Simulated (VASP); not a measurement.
# ZnAu in VASP: notebook

The runs below take ZnAu through single point, with PBE.

Everything below comes from runs of VASP 6.6.1. Logs are shortened: lines on timing, memory, paths and dates and some standing lists are left out, and cuts for length are marked.

## Step 1: The cell of the first run

The structure is cubic, space group Pm-3m (No. 221). Conventional cell: a = 3.147 Å, b = 3.147 Å, c = 3.147 Å, α = 90.00°, β = 90.00°, γ = 90.00°. Au (site symmetry m-3m) has 8 Zn at 2.73 Å and 6 Au at 3.15 Å within 3.6 Å. Zn (site symmetry m-3m) has 8 Au at 2.73 Å and 6 Zn at 3.15 Å within 3.6 Å.

## Step 2: Single point, PBE

INCAR reads:

```
PREC = Accurate
ENCUT = 520
EDIFF = 1E-7
ISMEAR = -1
SIGMA = 0.05
LREAL = False
LASPH = True
NELM = 80
ALGO = Normal
ISIF = 2
LWAVE = False
LCHARG = False
GGA = PE
NBANDS = 18
```

KPOINTS reads:

```
regular mesh
0
Gamma
  7 7 7
```

POSCAR reads:

```
ZnAu
1.0
    3.1470000000      0.0000000000      0.0000000000
    0.0000000000      3.1470000000      0.0000000000
    0.0000000000      0.0000000000      3.1470000000
Au Zn
1 1
Direct
    0.0000000000      0.0000000000      0.0000000000
    0.5000000000      0.5000000000      0.5000000000
```

Potentials or basis: VASP PAW PBE potentials, release 64 (Au, Zn).

The run is started by

```bash
> cat potpaw_PBE.64/Au/POTCAR potpaw_PBE.64/Zn/POTCAR > POTCAR
> mpirun -np 1 vasp_std > vasp.out
```

OUTCAR:

```text
PREC = Accurate
   ENCUT = 520
   EDIFF = 1E-7
   ISMEAR = -1
   LREAL = False
   LASPH = True
   NELM = 80
   ISIF = 2
   GGA = PE

 ion  position               nearest neighbor table
   1  0.000  0.000  0.000-   2 2.73   2 2.73   2 2.73   2 2.73   2 2.73   2 2.73   2 2.73   2 2.73

   2  0.500  0.500  0.500-   1 2.73   1 2.73   1 2.73   1 2.73   1 2.73   1 2.73   1 2.73   1 2.73

  LATTYP: Found a simple cubic cell.
 ALAT       =     3.1470000000

  Lattice vectors:

 A1 = (   3.1470000000,   0.0000000000,   0.0000000000)
 A2 = (   0.0000000000,   3.1470000000,   0.0000000000)
 A3 = (   0.0000000000,   0.0000000000,   3.1470000000)

Analysis of symmetry for initial positions (statically):
=====================================================================
 Subroutine PRICEL returns:
 Original cell was already a primitive cell.

 Routine SETGRP: Setting up the symmetry group for a
 simple cubic supercell.

 Subroutine GETGRP returns: Found 48 space group operations
 (whereof 48 operations were pure point group operations)
 out of a pool of 48 trial point group operations.

The static configuration has the point symmetry O_h .

Analysis of symmetry for dynamics (positions and initial velocities):
=====================================================================
 Subroutine PRICEL returns:
 Original cell was already a primitive cell.

 Routine SETGRP: Setting up the symmetry group for a
 simple cubic supercell.

 Subroutine GETGRP returns: Found 48 space group operations
 (whereof 48 operations were pure point group operations)
 out of a pool of 48 trial point group operations.

The dynamic configuration has the point symmetry O_h .

 Subroutine INISYM returns: Found 48 space group operations
 (whereof 48 operations are pure point group operations),
 and found     1 'primitive' translations

----------------------------------------------------------------------------------------

                                     Primitive cell

  volume of cell :      31.1667

  direct lattice vectors                    reciprocal lattice vectors
     3.147000000  0.000000000  0.000000000     0.317762949  0.000000000  0.000000000
     0.000000000  3.147000000  0.000000000     0.000000000  0.317762949  0.000000000
     0.000000000  0.000000000  3.147000000     0.000000000  0.000000000  0.317762949

  length of vectors
     3.147000000  3.147000000  3.147000000     0.317762949  0.317762949  0.317762949

  position of ions in fractional coordinates (direct lattice)
     0.000000000  0.000000000  0.000000000
     0.500000000  0.500000000  0.500000000

  ion indices of the primitive-cell ions
   primitive index   ion index
                 1           1
                 2           2

----------------------------------------------------------------------------------------

 KPOINTS: regular mesh

Automatic generation of k-mesh.
 Grid dimensions read from file:
 generate k-points for:    7    7    7

 Generating k-lattice:

  Cartesian coordinates                     Fractional coordinates (reciprocal lattice)
     0.045394707  0.000000000  0.000000000     0.142857143  0.000000000  0.000000000
     0.000000000  0.045394707  0.000000000     0.000000000  0.142857143  0.000000000
     0.000000000  0.000000000  0.045394707     0.000000000  0.000000000  0.142857143

  Length of vectors
     0.045394707  0.045394707  0.045394707

  Shift w.r.t. Gamma in fractional coordinates (k-lattice)
     0.000000000  0.000000000  0.000000000

 Subroutine IBZKPT returns following result:
 ===========================================

 Found     20 irreducible k-points:

 Following reciprocal coordinates:
            Coordinates               Weight
  0.000000  0.000000  0.000000      1.000000
  0.142857  0.000000  0.000000      6.000000
  0.285714  0.000000  0.000000      6.000000
  0.428571  0.000000  0.000000      6.000000
  0.142857  0.142857  0.000000     12.000000
  0.285714  0.142857  0.000000     24.000000
[... 12 lines left out ...]
  0.428571  0.428571  0.285714     24.000000
  0.428571  0.428571  0.428571      8.000000
   k-points           NKPTS =     20   k-points in BZ     NKDIM =     20   number of bands    NBANDS=     18
   number of dos      NEDOS =    301   number of ions     NIONS =      2
   total plane-waves  NPLWV =  13824
   dimension x,y,z NGX =    24 NGY =   24 NGZ =   24
   dimension x,y,z NGXF=    48 NGYF=   48 NGZF=   48
   ions per type =               1   1
   NGX,Y,Z   is equivalent  to a cutoff of  12.68, 12.68, 12.68 a.u.
   NGXF,Y,Z  is equivalent  to a cutoff of  25.36, 25.36, 25.36 a.u.
 SYSTEM =  unknown system
   PREC   = accura    normal or accurate (medium, high low for compatibility)
   ISTART =      0    job   : 0-new  1-cont  2-samecut
   ICHARG =      2    charge: 1-file 2-atom 10-const
   ISPIN  =      1    spin polarized calculation?
   LNONCOLLINEAR =      F non collinear calculations
   LSORBIT =      F    spin-orbit coupling
   LASPH  =      T    aspherical Exc in radial PAW
   ENCUT  =  520.0 eV  38.22 Ry    6.18 a.u.   5.85  5.85  5.85*2*pi/ulx,y,z
   NELM   =     80;   NELMIN=  2; NELMDL= -5     # of ELM steps
   EDIFF  = 0.1E-06   stopping-criterion for ELM
   LREAL  =      F    real-space projection
   EDIFFG = 0.1E-05   stopping-criterion for IOM
   NSW    =      0    number of steps for IOM
   IBRION =     -1    ionic relax: 0-MD 1-quasi-New 2-CG
   NFREE  =      0    steps in history (QN), initial steepest desc. (CG)
   ISIF   =      2    stress and relaxation
   ISYM   =      2    0-nonsym 1-usesym 2-fastsym
   POTIM  = 0.5000    time-step for ionic-motion
   TEBEG  =    0.0;   TEEND  =   0.0 temperature during run
   PSTRESS=    0.0 pullay stress
   NELECT =      23.0000    total number of electrons
   NUPDOWN=      -1.0000    fix difference up-down
   EMIN   =  10.00;   EMAX   =-10.00  energy-range for DOS
   EFERMI =   0.00;   METHOD = LEGACY
   ISMEAR =    -1;   SIGMA  =   0.05  broadening in eV -4-tet -1-fermi 0-gaus
   EFERMI_NEDOS =   21; number of points for ismear=-14 and -15
   IALGO  =     38    algorithm
   IMIX   =      4    mixing-type and parameters
     AMIX     =   0.40;   BMIX     =  1.00
     AMIX_MAG =   1.60;   BMIX_MAG =  1.00
  volume/ion in A,a.u.               =      15.58       105.16
  Fermi-wavevector in a.u.,A,eV,Ry     =   1.479406  2.795672 29.778283  2.188642
  Thomas-Fermi vector in A             =   2.593568
   LORBIT       =      0    0 simple, 1 ext, 2 COOP (PROOUT), +10 PAW based schemes
   GGA     = PE    functional components
   LHFCALC =     F    Hartree Fock is set to
   AEXX    =    0.0000 exact exchange contribution
   IVDW    =     0    specifies the selected vdW correction
   LEPSILON=     F    determine dielectric tensor
   LRPA    =     F    only Hartree local field effects (RPA)
 non-spin polarized calculation
  energy-cutoff  :      520.00
  volume of cell :       31.17
 maximum number of plane-waves:       861
 NGX is ok and might be reduce to    24
   NGX = 11   NGY = 11   NGZ = 11

 number of electron      23.0000000 magnetization

 Free energy of the ion-electron system (eV)
  ---------------------------------------------------
  ext. energy  EPLUGINS =         0.00000000
  ---------------------------------------------------
  free energy    TOTEN  =        -4.74411266 eV

  energy without entropy =       -4.73705636  energy(sigma->0) =       -4.74058451

 E-fermi :   7.2943     XC(G=0): -12.3795

 val. band max:        6.9118064210   @ k =   0.2857   0.0000   0.0000
 cond. band min:       7.3213395335   @ k =   0.4286   0.2857   0.2857
 fundamental gap:      0.4095331125
 Fermi energy:         7.2942690619

 k-point     1 :       0.0000    0.0000    0.0000
  band No.  band energies     occupation
      1      -3.5237      2.00000
      2      -1.0335      2.00000
      3      -1.0335      2.00000
      4      -0.3416      2.00000
      5      -0.3416      2.00000
      6      -0.3416      2.00000
[... 10 lines left out ...]
     17      19.2260      0.00000
     18      25.4011      0.00000

 k-point     2 :       0.1429    0.0000    0.0000
  band No.  band energies     occupation
      1      -3.1643      2.00000
      2      -0.9562      2.00000
      3      -0.9308      2.00000
      4      -0.3454      2.00000
      5      -0.3454      2.00000
      6      -0.3126      2.00000
[... 10 lines left out ...]
     17      20.9589      0.00000
     18      25.1053      0.00000

 k-point     3 :       0.2857    0.0000    0.0000
  band No.  band energies     occupation
      1      -2.1586      2.00000
      2      -0.7651      2.00000
      3      -0.7054      2.00000
      4      -0.3494      2.00000
      5      -0.3494      2.00000
      6      -0.2457      2.00000
[... 10 lines left out ...]
     17      22.6578      0.00000
     18      22.7876      0.00000

 k-point     4 :       0.4286    0.0000    0.0000
  band No.  band energies     occupation
      1      -0.8903      2.00000
      2      -0.5874      2.00000
      3      -0.5082      2.00000
      4      -0.3471      2.00000
      5      -0.3471      2.00000
      6      -0.1899      2.00000
[... 291 lines left out ...]
      4      -0.4022      2.00000
      5      -0.2750      2.00000
      6       0.5789      2.00000
[... 10 lines left out ...]
     17      18.0959      0.00000
     18      20.7459      0.00000

 k-point    19 :       0.4286    0.4286    0.2857
  band No.  band energies     occupation
      1      -0.8236      2.00000
      2      -0.6561      2.00000
      3      -0.6500      2.00000
      4      -0.4689      2.00000
      5      -0.0718      2.00000
      6       0.6759      2.00000
[... 10 lines left out ...]
     17      16.2415      0.00000
     18      18.0566      0.00000

 k-point    20 :       0.4286    0.4286    0.4286
  band No.  band energies     occupation
      1      -0.7001      2.00000
      2      -0.6178      2.00000
      3      -0.6178      2.00000
      4      -0.0973      2.00000
      5      -0.0973      2.00000
      6       0.6425      2.00000
[... 10 lines left out ...]
     17      13.7373      0.00000
     18      15.3486      0.00000

------------------------ aborting loop because EDIFF is reached ----------------------------------------

  FORCE on cell =-STRESS in cart. coord.  units (eV):
  Direction    XX          YY          ZZ          XY          YZ          ZX
  --------------------------------------------------------------------------------------
  -------------------------------------------------------------------------------------
  Total        0.9098575      0.9098575      0.9098575      0.0000000      0.0000000     -0.0000000
  in kB       46.7728375     46.7728375     46.7728375      0.0000000      0.0000000     -0.0000000
  external PRESSURE =      46.7728375 kB  Pullay stress =       0.0000000 kB

 VOLUME and BASIS-vectors are now :
 -----------------------------------------------------------------------------
  energy-cutoff  :      520.00
  volume of cell :       31.17
      direct lattice vectors                 reciprocal lattice vectors
     3.147000000  0.000000000  0.000000000     0.317762949  0.000000000  0.000000000
     0.000000000  3.147000000  0.000000000     0.000000000  0.317762949  0.000000000
     0.000000000  0.000000000  3.147000000     0.000000000  0.000000000  0.317762949

 POSITION                                       TOTAL-FORCE (eV/Angst)
 -----------------------------------------------------------------------------------
      0.00000      0.00000      0.00000         0.000000      0.000000      0.000000
      1.57350      1.57350      1.57350         0.000000      0.000000      0.000000
 -----------------------------------------------------------------------------------
    total drift:                                0.000000      0.000000     -0.000000

  FREE ENERGIE OF THE ION-ELECTRON SYSTEM (eV)
  ---------------------------------------------------
  free  energy   TOTEN  =        -4.7441126577 eV

  energy  without entropy=       -4.7370563642  energy(sigma->0) =       -4.74058451
```

It took 7.4 s on 1 thread of Intel Xeon 6975P-C, shared host; peak memory 0.15 GiB.

Results:

| Property | Result |
| --- | --- |
| Free energy | -4.7441 eV |
| Pressure | 4.7 GPa |

Levels at points of the mesh, in eV from the Fermi level:
```tsv
k point	band 8	band 9	band 10	band 11	band 12	band 13	band 14	band 15
(0.00, 0.00, 0.00)	-5.64	-3.95	-3.95	-3.95	4.80	4.80	4.80	8.66
```

Caveat: spin-orbit coupling is left out, which moves the levels of the heavy elements.

[end of part 1 of 2]
